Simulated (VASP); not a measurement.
# Co (Fm-3m) in VASP: notebook

Co is run at these levels: PBE; tasks: single point.

Everything below comes from runs of VASP 6.6.1. Logs are shortened: lines on timing, memory, paths and dates and some standing lists are left out, and cuts for length are marked.

## Step 1: The cell of the first run

It takes space group Fm-3m (No. 225, cubic). Conventional cell: a = 3.573 Å, b = 3.573 Å, c = 3.573 Å, α = 90.00°, β = 90.00°, γ = 90.00°. Co (site symmetry m-3m) has 12 Co at 2.53 Å within 3.3 Å.

## Step 2: Single point, PBE, collinear spin, antiferromagnetic start

File INCAR:

```
SYSTEM = Co
  ALGO = Normal
  EDIFF = 1E-6
  ENCUT = 520
  GGA = PE
  ISIF = 2
  ISMEAR = -1
  ISPIN = 2
  ISYM = 0
  LASPH = .TRUE.
  LCHARG = .FALSE.
  LMAXMIX = 4
  LORBIT = 11
  LREAL = .FALSE.
  LWAVE = .FALSE.
  MAGMOM = 3 -3
  NBANDS = 20
  NELM = 150
  PREC = Accurate
  SIGMA = 0.05
```

File KPOINTS:

```
k-points
0
G
  7 13 13
  0 0 0
```

File POSCAR:

```
Co
1.0
    0.0000000000      3.5730000000      3.5730000000
    1.7865000000      0.0000000000      1.7865000000
    1.7865000000      1.7865000000      0.0000000000
Co
2
Direct
    0.0000000000      0.0000000000      0.0000000000
    0.5000000000      0.0000000000      0.0000000000
```

Potentials or basis: VASP PAW PBE potentials, release 64 (Co).

Command:

```sh
$ cat potpaw_PBE.64/Co/POTCAR > POTCAR
$ mpirun -np 1 vasp_std > vasp.out
```

OUTCAR:

```text
SYSTEM = Co
   EDIFF = 1E-6
   ENCUT = 520
   GGA = PE
   ISIF = 2
   ISMEAR = -1
   ISPIN = 2
   ISYM = 0
   LASPH = .TRUE.
   LORBIT = 11
   LREAL = .FALSE.
   NELM = 150
   PREC = Accurate

 ion  position               nearest neighbor table
   1  0.000  0.000  0.000-   2 2.53   2 2.53   2 2.53   2 2.53   2 2.53   2 2.53
   2  0.500  0.000  0.000-   1 2.53   1 2.53   1 2.53   1 2.53   1 2.53   1 2.53

IMPORTANT INFORMATION: All symmetrisations will be switched off!
NOSYMM: (Re-)initialisation of all symmetry stuff for point group C_1.

----------------------------------------------------------------------------------------

                                     Primitive cell

  volume of cell :      22.8070

  direct lattice vectors                    reciprocal lattice vectors
     0.000000000  3.573000000  3.573000000    -0.139938427  0.139938427  0.139938427
     1.786500000  0.000000000  1.786500000     0.279876854 -0.279876854  0.279876854
     1.786500000  1.786500000  0.000000000     0.279876854  0.279876854 -0.279876854

  length of vectors
     5.052985058  2.526492529  2.526492529     0.242380466  0.484760931  0.484760931

  position of ions in fractional coordinates (direct lattice)
     0.000000000  0.000000000  0.000000000
     0.500000000  0.000000000  0.000000000

  ion indices of the primitive-cell ions
   primitive index   ion index
                 1           1
                 2           2

----------------------------------------------------------------------------------------

 KPOINTS: k-points

Automatic generation of k-mesh.
 Grid dimensions read from file:
 generate k-points for:    7   13   13

 Generating k-lattice:

  Cartesian coordinates                     Fractional coordinates (reciprocal lattice)
    -0.019991204  0.019991204  0.019991204     0.142857143  0.000000000  0.000000000
     0.021528989 -0.021528989  0.021528989     0.000000000  0.076923077  0.000000000
     0.021528989  0.021528989 -0.021528989     0.000000000  0.000000000  0.076923077

  Length of vectors
     0.034625781  0.037289302  0.037289302

  Shift w.r.t. Gamma in fractional coordinates (k-lattice)
     0.000000000  0.000000000  0.000000000

 -----------------------------------------------------------------------------
|                                                                             |
|           W    W    AA    RRRRR   N    N  II  N    N   GGGG   !!!           |
|           W    W   A  A   R    R  NN   N  II  NN   N  G    G  !!!           |
|           W    W  A    A  R    R  N N  N  II  N N  N  G       !!!           |
|           W WW W  AAAAAA  RRRRR   N  N N  II  N  N N  G  GGG   !            |
|           WW  WW  A    A  R   R   N   NN  II  N   NN  G    G                |
|           W    W  A    A  R    R  N    N  II  N    N   GGGG   !!!           |
[... 88 lines left out ...]
   LORBIT       =     11    0 simple, 1 ext, 2 COOP (PROOUT), +10 PAW based schemes
   GGA     = PE    functional components
   LHFCALC =     F    Hartree Fock is set to
   AEXX    =    0.0000 exact exchange contribution
   IVDW    =     0    specifies the selected vdW correction
   LEPSILON=     F    determine dielectric tensor
   LRPA    =     F    only Hartree local field effects (RPA)
 spin polarized calculation
  energy-cutoff  :      520.00
  volume of cell :       22.81
 maximum number of plane-waves:       633
 NGX is ok and might be reduce to    40
   NGX = 19   NGY =  9   NGZ =  9

 number of electron      18.0000012 magnetization      -0.0010746

 number of electron      18.0000012 magnetization       0.0014290

 Free energy of the ion-electron system (eV)
  ---------------------------------------------------
  ext. energy  EPLUGINS =         0.00000000
  ---------------------------------------------------
  free energy    TOTEN  =       -13.58562133 eV

  energy without entropy =      -13.54951559  energy(sigma->0) =      -13.56756846

 E-fermi :   9.5200     XC(G=0): -13.1252

 val. band max:        9.5198961113   @ k =   0.2857   0.2308   0.2308
 cond. band min:       9.5239920000   @ k =   0.2857  -0.0769   0.3077
 fundamental gap:      0.0040958887
 Fermi energy:         9.5199761006

 spin component 1

 k-point     1 :       0.0000    0.0000    0.0000
  band No.  band energies     occupation
      1       0.9383      1.00000
      2       5.0529      1.00000
      3       7.3064      1.00000
      4       7.3066      1.00000
      5       7.7550      1.00000
      6       7.8258      1.00000
[... 541 lines left out ...]
     19      34.2385      0.00000
     20      35.7823      0.00000

 [... further k-points ...]

 spin component 2

 k-point     1 :       0.0000    0.0000    0.0000
  band No.  band energies     occupation
      1       0.9383      1.00000
      2       5.0534      1.00000
      3       7.3073      1.00000
      4       7.3074      1.00000
      5       7.7558      1.00000
      6       7.8266      1.00000
[... 541 lines left out ...]
     19      34.2385      0.00000
     20      35.7824      0.00000

 [... further k-points ...]
[... 5 lines left out ...]
  --------------------------------------------------------------------------------------
  -------------------------------------------------------------------------------------
  Total       -1.9157117     -1.8908198     -1.8908230     -0.2501341      0.2415578     -0.2501343
  in kB     -134.5772569   -132.8286245   -132.8288451    -17.5717252     16.9692505    -17.5717420
  external PRESSURE =    -133.4115755 kB  Pullay stress =       0.0000000 kB

 VOLUME and BASIS-vectors are now :
 -----------------------------------------------------------------------------
  energy-cutoff  :      520.00
  volume of cell :       22.81
      direct lattice vectors                 reciprocal lattice vectors
     0.000000000  3.573000000  3.573000000    -0.139938427  0.139938427  0.139938427
     1.786500000  0.000000000  1.786500000     0.279876854 -0.279876854  0.279876854
     1.786500000  1.786500000  0.000000000     0.279876854  0.279876854 -0.279876854

 POSITION                                       TOTAL-FORCE (eV/Angst)
 -----------------------------------------------------------------------------------
      0.00000      0.00000      0.00000        -0.000000      0.000000     -0.000000
      0.00000      1.78650      1.78650         0.000000     -0.000000      0.000000
 -----------------------------------------------------------------------------------
    total drift:                                0.000000     -0.000000     -0.000000

  FREE ENERGIE OF THE ION-ELECTRON SYSTEM (eV)
  ---------------------------------------------------
  free  energy   TOTEN  =       -13.5856213326 eV

  energy  without entropy=      -13.5495155887  energy(sigma->0) =      -13.56756846

 total charge

# of ion       s       p       d       tot
------------------------------------------
    1        0.467   0.480   7.231   8.178
    2        0.467   0.480   7.232   8.178
--------------------------------------------------
tot          0.934   0.960  14.463  16.357

 magnetization (x)

# of ion       s       p       d       tot
------------------------------------------
    1        0.000   0.009   1.197   1.206
    2       -0.000  -0.009  -1.196  -1.204
--------------------------------------------------
tot         -0.000  -0.000   0.002   0.002
```

OSZICAR:

```text
N       E                     dE             d eps       ncg     rms          rms(c)
DAV:   1     0.874291767028E+02    0.87429E+02   -0.76675E+03 50104   0.116E+03
DAV:   2    -0.109271294973E+02   -0.98356E+02   -0.88795E+02 48492   0.216E+02
DAV:   3    -0.156056050288E+02   -0.46785E+01   -0.44964E+01 52960   0.577E+01
DAV:   4    -0.156855473617E+02   -0.79942E-01   -0.79849E-01 58608   0.654E+00
DAV:   5    -0.156879436657E+02   -0.23963E-02   -0.23960E-02 55584   0.104E+00    0.156E+01
DAV:   6    -0.140443156830E+02    0.16436E+01   -0.86129E+00 52360   0.588E+01    0.742E+00
DAV:   7    -0.136063156738E+02    0.43800E+00   -0.15152E+00 52796   0.228E+01    0.337E+00
DAV:   8    -0.135934372175E+02    0.12878E-01   -0.32071E-02 58696   0.217E+00    0.113E+00
DAV:   9    -0.135879653548E+02    0.54719E-02   -0.10693E-02 73400   0.164E+00    0.684E-01
DAV:  10    -0.135866709245E+02    0.12944E-02   -0.32233E-03 71252   0.124E+00    0.429E-01
DAV:  11    -0.135855834089E+02    0.10875E-02   -0.28180E-03 70008   0.937E-01    0.189E-01
DAV:  12    -0.135856020248E+02   -0.18616E-04   -0.34520E-04 73216   0.279E-01    0.873E-02
DAV:  13    -0.135856144645E+02   -0.12440E-04   -0.40981E-05 66616   0.606E-02    0.274E-02
DAV:  14    -0.135856200791E+02   -0.56146E-05   -0.10643E-05 56000   0.582E-02    0.912E-03
DAV:  15    -0.135856212013E+02   -0.11222E-05   -0.18906E-06 29640   0.224E-02    0.368E-03
DAV:  16    -0.135856213326E+02   -0.13135E-06   -0.71241E-07 24876   0.853E-03
   1 F= -.13585621E+02 E0= -.13567568E+02  d E =-.361057E-01  mag=     0.0018
```

Run time: 7.4 min. Hardware: 1 thread of Intel Xeon 6975P-C, shared host; peak memory 0.46 GiB.

What came out:

```
Free energy                                           : -13.5856 eV
Pressure                                              : -13.3 GPa
Band gap on the k mesh                                : zero (filled and empty bands overlap)
Net moment                                            : 0.00 μB per cell
Site moments                                          : Co +1.21, -1.20 μB
Valence electrons inside the program's atomic spheres : Co 8.18
```

Stress tensor (GPa, compression positive):
```
-13.46  -1.76  -1.76
 -1.76 -13.28   1.70
 -1.76   1.70 -13.28
```

## Step 3: Single point, PBE, collinear spin, antiferromagnetic start

File INCAR:

```
  ALGO = Normal
  EDIFF = 1E-6
  ENCUT = 520
  GGA = PE
  ISIF = 2
  ISMEAR = -1
  ISPIN = 2
  ISYM = 0
  LASPH = True
  LCHARG = False
  LMAXMIX = 4
  LORBIT = 11
  LREAL = False
  LWAVE = False
  MAGMOM = 3 -3
  NBANDS = 20
  NELM = 150
  PREC = Accurate
  SIGMA = 0.05
```

File KPOINTS:

```
k-points
0
Gamma
  7 13 13
```

POSCAR is that of step 2.

Potentials or basis: VASP PAW PBE potentials, release 64 (Co).

Command:

```sh
$ cat potpaw_PBE.64/Co/POTCAR > POTCAR
$ mpirun -np 1 vasp_std > vasp.out
```

OUTCAR:

```text
EDIFF = 1E-6
   ENCUT = 520
   GGA = PE
   ISIF = 2
   ISMEAR = -1
   ISPIN = 2
   ISYM = 0
   LASPH = True
   LORBIT = 11
   LREAL = False
   NELM = 150
   PREC = Accurate

 ion  position               nearest neighbor table
   1  0.000  0.000  0.000-   2 2.53   2 2.53   2 2.53   2 2.53   2 2.53   2 2.53
   2  0.500  0.000  0.000-   1 2.53   1 2.53   1 2.53   1 2.53   1 2.53   1 2.53

IMPORTANT INFORMATION: All symmetrisations will be switched off!
NOSYMM: (Re-)initialisation of all symmetry stuff for point group C_1.

----------------------------------------------------------------------------------------

                                     Primitive cell
[... 1294 lines left out ...]
  energy-cutoff  :      520.00
  volume of cell :       22.81
      direct lattice vectors                 reciprocal lattice vectors
     0.000000000  3.573000000  3.573000000    -0.139938427  0.139938427  0.139938427
     1.786500000  0.000000000  1.786500000     0.279876854 -0.279876854  0.279876854
     1.786500000  1.786500000  0.000000000     0.279876854  0.279876854 -0.279876854

 POSITION                                       TOTAL-FORCE (eV/Angst)
 -----------------------------------------------------------------------------------
      0.00000      0.00000      0.00000        -0.000000      0.000000     -0.000000
      0.00000      1.78650      1.78650         0.000000     -0.000000      0.000000
 -----------------------------------------------------------------------------------
    total drift:                                0.000000     -0.000000     -0.000000

  FREE ENERGIE OF THE ION-ELECTRON SYSTEM (eV)
  ---------------------------------------------------
  free  energy   TOTEN  =       -13.5856213326 eV

  energy  without entropy=      -13.5495155887  energy(sigma->0) =      -13.56756846

 total charge

# of ion       s       p       d       tot
------------------------------------------
    1        0.467   0.480   7.231   8.178
    2        0.467   0.480   7.232   8.178
--------------------------------------------------
tot          0.934   0.960  14.463  16.357

 magnetization (x)

# of ion       s       p       d       tot
------------------------------------------
    1        0.000   0.009   1.197   1.206
    2       -0.000  -0.009  -1.196  -1.204
--------------------------------------------------
tot         -0.000  -0.000   0.002   0.002
```

OSZICAR:

```text
N       E                     dE             d eps       ncg     rms          rms(c)
DAV:   1     0.874291767028E+02    0.87429E+02   -0.76675E+03 50104   0.116E+03
DAV:   2    -0.109271294973E+02   -0.98356E+02   -0.88795E+02 48492   0.216E+02
DAV:   3    -0.156056050288E+02   -0.46785E+01   -0.44964E+01 52960   0.577E+01
DAV:   4    -0.156855473617E+02   -0.79942E-01   -0.79849E-01 58608   0.654E+00
DAV:   5    -0.156879436657E+02   -0.23963E-02   -0.23960E-02 55584   0.104E+00    0.156E+01
DAV:   6    -0.140443156830E+02    0.16436E+01   -0.86129E+00 52360   0.588E+01    0.742E+00
DAV:   7    -0.136063156738E+02    0.43800E+00   -0.15152E+00 52796   0.228E+01    0.337E+00
DAV:   8    -0.135934372175E+02    0.12878E-01   -0.32071E-02 58696   0.217E+00    0.113E+00
DAV:   9    -0.135879653548E+02    0.54719E-02   -0.10693E-02 73400   0.164E+00    0.684E-01
DAV:  10    -0.135866709245E+02    0.12944E-02   -0.32233E-03 71252   0.124E+00    0.429E-01
DAV:  11    -0.135855834089E+02    0.10875E-02   -0.28180E-03 70008   0.937E-01    0.189E-01
DAV:  12    -0.135856020248E+02   -0.18616E-04   -0.34520E-04 73216   0.279E-01    0.873E-02
DAV:  13    -0.135856144645E+02   -0.12440E-04   -0.40981E-05 66616   0.606E-02    0.274E-02
DAV:  14    -0.135856200791E+02   -0.56146E-05   -0.10643E-05 56000   0.582E-02    0.912E-03
DAV:  15    -0.135856212013E+02   -0.11222E-05   -0.18906E-06 29640   0.224E-02    0.368E-03
DAV:  16    -0.135856213326E+02   -0.13135E-06   -0.71241E-07 24876   0.853E-03
   1 F= -.13585621E+02 E0= -.13567568E+02  d E =-.361057E-01  mag=     0.0018
```

Run time: 8.7 min. Hardware: 1 thread of Intel Xeon Platinum 8259CL at 2.50GHz (Skylake/Cascade Lake), shared host; peak memory 0.46 GiB.

Results:

```yaml
Free_energy: -13.5856 eV
Pressure: -13.3 GPa
Band_gap_on_the_k_mesh: zero (filled and empty bands overlap)
Net_moment: 0.00 μB per cell
Site_moments: Co +1.21, -1.20 μB
Valence_electrons_inside_the_program's_atomic_spheres: Co 8.18
```

Stress tensor (GPa, compression positive):
```
-13.46  -1.76  -1.76
 -1.76 -13.28   1.70
 -1.76   1.70 -13.28
```
